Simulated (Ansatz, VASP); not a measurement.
PtSe2: VASP beside Ansatz

```
CELL_PARAMETERS angstrom
3.73775 0.00000 0.00000
-1.86887 3.23698 0.00000
0.00000 0.00000 5.14265
ATOMIC_POSITIONS crystal
Pt 0.00000 0.00000 0.00000
Se 0.33333 0.66667 0.25117
Se 0.66667 0.33333 0.74883
```

Alike in both runs: functional r2SCAN; dispersion D3(BJ); k mesh 15 × 15 × 8; occupations fermi-dirac, width 0.15 eV; no spin polarisation.

Ansatz relaxed the structure, and its values are those at the end. VASP's run is a single point on that final structure, the one shown.

|  | VASP | Ansatz |
| --- | --- | --- |
| version | VASP 6.6.1 | Ansatz 0.2.0 |
| potentials or method | VASP PAW PBE potentials, release 64 (Pt, Se), cutoff 520 eV | scalar-relativistic, plane waves, PAW |
| valence electrons in the cell | 22 | 50 |

VASP gave:

| Quantity | Value |
| --- | --- |
| gap on the k mesh at the Fermi level (eV) | none |
| pressure (GPa) | 0.1 |
| rms of the force components (eV/Å) | 0.007 |

Problem. What did Ansatz give for the same quantities?

Solution. gap on the k mesh at the Fermi level (eV): none; pressure (GPa): 0.0; rms of the force components (eV/Å): 0.000.

VASP's potentials were made for PBE, not for r2SCAN. A gap of «none» marks a metal or a gap that the smearing closes. VASP's potentials hold 22 valence electrons a cell and Ansatz's 50, so a difference there can come from the potentials and not from the codes. Ansatz's warnings: dispersion damping borrowed.

Neither program's run includes spin-orbit coupling.
